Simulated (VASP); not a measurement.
Here is a VASP 6.6.1 calculation.

File INCAR:

```
PREC = Accurate
ENCUT = 520
EDIFF = 1E-6
ISMEAR = 0
SIGMA = 0.1
LREAL = False
LASPH = True
NELM = 80
ALGO = Fast
ISIF = 2
LWAVE = False
LCHARG = False
GGA = PE
NBANDS = 22
```

The input KPOINTS:

```
Automatic mesh
0
Gamma
  12 12 8
```

File POSCAR:

```
Al5Cu
1.0
    4.4716586836      0.0000000000      0.0000000000
   -2.2358293418      3.8725700171      0.0000000000
    0.0000000000      0.0000000000      5.5120916489
Al Cu
5 1
Direct
    0.3333333333      0.6666666667      0.1341590443
    0.6666666667      0.3333333333      0.3607475396
    0.0000000000      0.0000000000      0.5000000000
    0.3333333333      0.6666666667      0.6392524604
    0.6666666667      0.3333333333      0.8658409557
    0.0000000000      0.0000000000      0.0000000000
```

Potentials or basis: VASP PAW PBE potentials, release 64 (Al, Cu).

The run is started by

```console
$ cat potpaw_PBE.64/Al/POTCAR potpaw_PBE.64/Cu/POTCAR > POTCAR
$ mpirun -np 1 vasp_std > vasp.out
```

(1) Estimate the pressure.

(2) Estimate the largest force.

(3) What does it give for the band gap on the k mesh?

Results:

(1) 0.1 GPa.

(2) 0.005 eV/Å.

(3) zero (bands 13 and 14 overlap by 3.88 eV).
